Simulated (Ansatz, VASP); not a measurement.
One calculation of AlNi, two programs

```
Al Ni
1.0
     1.93869   -1.95319    0.00000
     1.93869    1.95319    0.00000
     0.00000    0.00000    3.09943
Al Ni
1 1
Cartesian
  0.0000 0.0000 0.0000
  1.9387 0.0000 1.5497
```

Alike in both runs: task single point; functional PBEsol; k mesh 16 × 16 × 14; occupations methfessel-paxton of order 1, width 0.01 eV; no spin polarisation.

|  | VASP | Ansatz |
| --- | --- | --- |
| version | VASP 6.6.1 | Ansatz 0.2.0 |
| potentials or method | VASP PAW PBE potentials, release 64 (Al, Ni), cutoff 520 eV | scalar-relativistic, plane waves, PAW |
| valence electrons in the cell | 13 | 21 |

|  | VASP | Ansatz | Ansatz less VASP |
| --- | --- | --- | --- |
| gap on the k mesh at the Fermi level (eV) | none | none | - |
| pressure (GPa) | 0.6 | 0.3 | -0.25 |
| traceless stress, the component that is largest in VASP (GPa) | -4.73 | -4.60 | +0.121 |

VASP's potentials were made for PBE, not for PBEsol. A gap of «none» marks a metal or a gap that the smearing closes. With one functional, cell and mesh, what is left measures potentials, basis and numerics. VASP's potentials hold 13 valence electrons a cell and Ansatz's 21, so a difference there can come from the potentials and not from the codes.
